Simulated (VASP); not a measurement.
# TePb (Pm-3m) in VASP: further runs

TePb is run at these levels: LDA, PBE; tasks: single point.

Everything below comes from runs of VASP 6.6.1. Logs are shortened: lines on timing, memory, paths and dates and some standing lists are left out, and cuts for length are marked.

## (1) The cell of the first run

The structure is cubic, space group Pm-3m (No. 221). Conventional cell: a = 4.002 Å, b = 4.002 Å, c = 4.002 Å, α = 90.00°, β = 90.00°, γ = 90.00°. Te (site symmetry m-3m) has 8 Pb at 3.47 Å and 6 Te at 4.00 Å within 4.6 Å. Pb (site symmetry m-3m) has 8 Te at 3.47 Å and 6 Pb at 4.00 Å within 4.6 Å.

## (2) Single point, LDA

INCAR reads:

```
PREC = Accurate
ENCUT = 500
EDIFF = 1E-6
ISMEAR = 0
SIGMA = 0.1
LREAL = False
LASPH = True
NELM = 120
ALGO = Normal
ISIF = 2
LWAVE = False
LCHARG = True
LELF = True
LVHAR = True
NBANDS = 17
GGA_COMPAT = False
```

KPOINTS reads:

```
regular mesh
0
Gamma
  1 1 1
```

POSCAR reads:

```
TePb
1.0
    4.0022870000      0.0000000000      0.0000000000
    0.0000000000      4.0022870000      0.0000000000
    0.0000000000      0.0000000000      4.0022870000
Te Pb
1 1
Direct
    1.2030000000      1.0370000000      1.3200000000
    0.7030000000      0.5370000000      0.8200000000
```

Potentials or basis: VASP PAW LDA potentials, release 64 (Te, Pb_d).

Started as:

```
> cat potpaw_LDA.64/Te/POTCAR potpaw_LDA.64/Pb_d/POTCAR > POTCAR
> mpirun -np 1 vasp_gam > vasp.out
```

OUTCAR:

```text
PREC = Accurate
   ENCUT = 500
   EDIFF = 1E-6
   ISMEAR = 0
   LREAL = False
   LASPH = True
   NELM = 120
   ISIF = 2

 ion  position               nearest neighbor table
   1  0.203  0.037  0.320-   2 3.47   2 3.47   2 3.47   2 3.47   2 3.47   2 3.47   2 3.47   2 3.47

   2  0.703  0.537  0.820-   1 3.47   1 3.47   1 3.47   1 3.47   1 3.47   1 3.47   1 3.47   1 3.47

  LATTYP: Found a simple cubic cell.
 ALAT       =     4.0022870000

  Lattice vectors:

 A1 = (   4.0022870000,   0.0000000000,   0.0000000000)
 A2 = (   0.0000000000,   4.0022870000,   0.0000000000)
 A3 = (   0.0000000000,   0.0000000000,   4.0022870000)

Analysis of symmetry for initial positions (statically):
=====================================================================
 Subroutine PRICEL returns:
 Original cell was already a primitive cell.

 Routine SETGRP: Setting up the symmetry group for a
 simple cubic supercell.

 Subroutine GETGRP returns: Found 48 space group operations
 (whereof  1 operations were pure point group operations)
 out of a pool of 48 trial point group operations.

The static configuration has the point symmetry C_1 .
 The point group associated with its full space group is O_h .

Analysis of symmetry for dynamics (positions and initial velocities):
=====================================================================
 Subroutine PRICEL returns:
 Original cell was already a primitive cell.

 Routine SETGRP: Setting up the symmetry group for a
 simple cubic supercell.

 Subroutine GETGRP returns: Found 48 space group operations
 (whereof  1 operations were pure point group operations)
 out of a pool of 48 trial point group operations.

The dynamic configuration has the point symmetry C_1 .
 The point group associated with its full space group is O_h .

 Subroutine INISYM returns: Found 48 space group operations
 (whereof  1 operations are pure point group operations),
 and found     1 'primitive' translations

----------------------------------------------------------------------------------------

                                     Primitive cell

  volume of cell :      64.1098

  direct lattice vectors                    reciprocal lattice vectors
     4.002287000  0.000000000  0.000000000     0.249857144  0.000000000  0.000000000
     0.000000000  4.002287000  0.000000000     0.000000000  0.249857144  0.000000000
[... 56 lines left out ...]
   LNONCOLLINEAR =      F non collinear calculations
   LSORBIT =      F    spin-orbit coupling
   LASPH  =      T    aspherical Exc in radial PAW
   ENCUT  =  500.0 eV  36.75 Ry    6.06 a.u.   7.30  7.30  7.30*2*pi/ulx,y,z
   NELM   =    120;   NELMIN=  2; NELMDL= -5     # of ELM steps
   EDIFF  = 0.1E-05   stopping-criterion for ELM
   LREAL  =      F    real-space projection
   EDIFFG = 0.1E-04   stopping-criterion for IOM
   NSW    =      0    number of steps for IOM
   IBRION =     -1    ionic relax: 0-MD 1-quasi-New 2-CG
   NFREE  =      0    steps in history (QN), initial steepest desc. (CG)
   ISIF   =      2    stress and relaxation
   ISYM   =      2    0-nonsym 1-usesym 2-fastsym
   POTIM  = 0.5000    time-step for ionic-motion
   TEBEG  =    0.0;   TEEND  =   0.0 temperature during run
   PSTRESS=    0.0 pullay stress
   NELECT =      20.0000    total number of electrons
   NUPDOWN=      -1.0000    fix difference up-down
   EMIN   =  10.00;   EMAX   =-10.00  energy-range for DOS
   EFERMI =   0.00;   METHOD = LEGACY
   ISMEAR =     0;   SIGMA  =   0.10  broadening in eV -4-tet -1-fermi 0-gaus
   EFERMI_NEDOS =   21; number of points for ismear=-14 and -15
   IALGO  =     38    algorithm
   IMIX   =      4    mixing-type and parameters
     AMIX     =   0.40;   BMIX     =  1.00
     AMIX_MAG =   1.60;   BMIX_MAG =  1.00
  volume/ion in A,a.u.               =      32.05       216.32
  Fermi-wavevector in a.u.,A,eV,Ry     =   1.110307  2.098177 16.773027  1.232783
  Thomas-Fermi vector in A             =   2.246857
   LORBIT       =      0    0 simple, 1 ext, 2 COOP (PROOUT), +10 PAW based schemes
   GGA     = CA    functional components
   LHFCALC =     F    Hartree Fock is set to
   AEXX    =    0.0000 exact exchange contribution
   IVDW    =     0    specifies the selected vdW correction
   LEPSILON=     F    determine dielectric tensor
   LRPA    =     F    only Hartree local field effects (RPA)
 non-spin polarized calculation
 Gauss-broadening in eV      SIGMA  =   0.10
  energy-cutoff  :      500.00
  volume of cell :       64.11
 maximum number of plane-waves:       824
 NGX is ok and might be reduce to    30
   NGX = 15   NGY = 15   NGZ = 15

 number of electron      20.0000003 magnetization

 Free energy of the ion-electron system (eV)
  ---------------------------------------------------
  ext. energy  EPLUGINS =         0.00000000
  ---------------------------------------------------
  free energy    TOTEN  =        -5.96346451 eV

  energy without entropy =       -5.96346451  energy(sigma->0) =       -5.96346451

 E-fermi :   5.2902     XC(G=0):  -9.8156

 val. band max:        4.7549769477   @ k =   0.0000   0.0000   0.0000
 cond. band min:      10.3262241871   @ k =   0.0000   0.0000   0.0000
 fundamental gap:      5.5712472394
 Fermi energy:         5.2902295797

 k-point     1 :       0.0000    0.0000    0.0000
  band No.  band energies     occupation
      1     -10.8432      2.00000
      2     -10.8432      2.00000
      3     -10.7276      2.00000
      4     -10.7276      2.00000
      5     -10.7276      2.00000
      6      -5.8199      2.00000
[... 9 lines left out ...]
     16      16.3374      0.00000
     17      17.2909      0.00000

------------------------ aborting loop because EDIFF is reached ----------------------------------------

  FORCE on cell =-STRESS in cart. coord.  units (eV):
  Direction    XX          YY          ZZ          XY          YZ          ZX
  --------------------------------------------------------------------------------------
  -------------------------------------------------------------------------------------
  Total        0.9165451      0.9165451      0.9165451      0.0000000      0.0000000     -0.0000000
  in kB       22.9054984     22.9054984     22.9054984      0.0000000      0.0000000     -0.0000000
  external PRESSURE =      22.9054984 kB  Pullay stress =       0.0000000 kB

 VOLUME and BASIS-vectors are now :
 -----------------------------------------------------------------------------
  energy-cutoff  :      500.00
  volume of cell :       64.11
      direct lattice vectors                 reciprocal lattice vectors
     4.002287000  0.000000000  0.000000000     0.249857144  0.000000000  0.000000000
     0.000000000  4.002287000  0.000000000     0.000000000  0.249857144  0.000000000
     0.000000000  0.000000000  4.002287000     0.000000000  0.000000000  0.249857144

 POSITION                                       TOTAL-FORCE (eV/Angst)
 -----------------------------------------------------------------------------------
      0.81246      0.14808      1.28073         0.000000      0.000000      0.000000
      2.81361      2.14923      3.28188         0.000000      0.000000      0.000000
 -----------------------------------------------------------------------------------
    total drift:                               -0.000012     -0.000014     -0.000012

  FREE ENERGIE OF THE ION-ELECTRON SYSTEM (eV)
  ---------------------------------------------------
  free  energy   TOTEN  =        -5.9634645134 eV

  energy  without entropy=       -5.9634645134  energy(sigma->0) =       -5.96346451
```

stdout:

```text
POSCAR found type information on POSCAR TePb
 POSCAR found :  2 types and       2 ions
 scaLAPACK will be used
 LDA part: xc-table for (Slater(with rela. corr.)+CA(PZ))
 , standard interpolation
 POSCAR, INCAR and KPOINTS ok, starting setup
 FFT: planning ... GRIDC
 FFT: planning ... GRID_SOFT
 FFT: planning ... GRID
 WAVECAR not read
 entering main loop
```

Wall time 6.4 s (1 thread of Intel Xeon 8259CL, shared host); peak memory 0.14 GiB.

Results:

```
Free energy            : -5.9635 eV
Pressure               : 2.3 GPa
Band gap on the k mesh : 5.57 eV
```

Levels at points of the mesh, in eV from the valence-band top:
```tsv
k point	band 7	band 8	band 9	band 10	band 11	band 12	band 13	band 14
(0.00, 0.00, 0.00)	-5.22	0.00	0.00	0.00	5.57	5.57	6.72	6.72
```

Caveat: the k points lie up to 1.57 Å⁻¹ apart; spin-orbit coupling is left out, which moves the levels of the heavy elements.

(Continued in part 2 of 2.)
